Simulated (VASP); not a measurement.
A run of VASP 6.6.1 is set up as follows.

Contents of INCAR:

```
PREC = Accurate
ENCUT = 520
EDIFF = 1E-7
ISMEAR = 0
SIGMA = 0.1
LREAL = F
LASPH = T
NELM = 60
ALGO = Normal
ISIF = 2
LWAVE = F
LCHARG = T
GGA = PE
LELF = T
LVHAR = T
NBANDS = 37
```

The input KPOINTS:

```
Automatic mesh
0
Gamma
  4 4 4
```

File POSCAR:

```
HfSi4
1.0
    0.0000000000      4.7087615959      4.7087615959
    4.7087615959      0.0000000000      4.7087615959
    4.7087615959      4.7087615959      0.0000000000
Hf Si
2 8
Direct
    0.0000000000      0.0000000000      0.0000000000
    0.2500000000      0.2500000000      0.2500000000
    0.4101246175      0.4101246175      0.4101246175
    0.4101246175      0.4101246175      0.7696261475
    0.4101246175      0.7696261475      0.4101246175
    0.8398753825      0.8398753825      0.4803738525
    0.8398753825      0.8398753825      0.8398753825
    0.7696261475      0.4101246175      0.4101246175
    0.8398753825      0.4803738525      0.8398753825
    0.4803738525      0.8398753825      0.8398753825
```

Potentials or basis: VASP PAW PBE potentials, release 64 (Hf_pv, Si).

Command:

```bash
$ cat potpaw_PBE.64/Hf_pv/POTCAR potpaw_PBE.64/Si/POTCAR > POTCAR
$ mpirun -np 1 vasp_std > vasp.out
```

Q: Predict the band gap on the k mesh.

A: Zero (bands 26 and 27 overlap by 0.07 eV).

Q: Predict the largest force.

A: 0.011 eV/Å.

Q: What does it give for the pressure?

A: -0.3 GPa.

Forces in eV/Å, atoms in the order of the input:
```
Hf   0.000  0.000  0.000
Hf   0.000  0.000  0.000
Si   0.007  0.007  0.007
Si  -0.007 -0.007  0.007
Si  -0.007  0.007 -0.007
Si   0.007  0.007 -0.007
Si  -0.007 -0.007 -0.007
Si   0.007 -0.007 -0.007
Si   0.007 -0.007  0.007
Si  -0.007  0.007  0.007
```

Caveat: spin-orbit coupling is left out, which moves the levels of the heavy elements.
